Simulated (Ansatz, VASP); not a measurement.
**Two plane-wave programs on CsPbBr3**

INCAR

```
ALGO = Normal ; EDIFF = 1E-6
ENCUT = 520 ; GGA = PE
ISIF = 2 ; ISMEAR = 0
LASPH = True ; LCHARG = False
LREAL = False ; LWAVE = False
NBANDS = 30 ; NELM = 60
PREC = Accurate ; SIGMA = 0.01
```

KPOINTS

```
k-points
0
Gamma
  4 4 4
```

Contents of POSCAR:

```
CsPbBr3
1.0
    6.0690163594      0.0000000000      0.0000000000
    0.0000000000      6.0690163594      0.0000000000
    0.0000000000      0.0000000000      6.0690163594
Cs Pb Br
1 1 3
Direct
    0.0000000000      0.0000000000      0.0000000000
    0.5000000000      0.5000000000      0.5000000000
    0.5000000000      0.5000000000      0.0000000000
    0.5000000000      0.0000000000      0.5000000000
    0.0000000000      0.5000000000      0.5000000000
```

Input for Ansatz:

```yaml
crystal:
  lattice:
    - [6.0690163594, 0.0, 0.0]
    - [0.0, 6.0690163594, 0.0]
    - [0.0, 0.0, 6.0690163594]
  atoms:
    - { symbol: Cs, position: [0.0, 0.0, 0.0] }
    - { symbol: Pb, position: [0.5, 0.5, 0.5] }
    - { symbol: Br, position: [0.5, 0.5, 0.0] }
    - { symbol: Br, position: [0.5, 0.0, 0.5] }
    - { symbol: Br, position: [0.0, 0.5, 0.5] }
kpoints:
  mp_grid: { grid: [4, 4, 4] }
hamiltonian:
  xc: pbe
scf:
  occupations: { method: fixed }
  n_extra_bands: 5
output:
  forces: true
  stress: true
  eigenvalues: true
```

Alike in both runs: task single point; functional PBE; k mesh 4 × 4 × 4; no spin polarisation.

|  | VASP | Ansatz |
| --- | --- | --- |
| version | VASP 6.6.1 | Ansatz 0.2.0 |
| potentials or method | VASP PAW PBE potentials, release 64 (Cs_sv, Pb_d, Br) | plane waves, PAW |
| plane-wave cutoff (eV) | 520 | 420 |
| occupations | gaussian, width 0.01 eV | fixed |
| valence electrons in the cell | 44 | 44 |

```tsv
	VASP	Ansatz	Ansatz less VASP
gap on the k mesh at the Fermi level (eV)	1.89	1.88	-0.005
pressure (GPa)	-0.5	-0.5	+0.01
```

Spin-orbit coupling is off throughout.
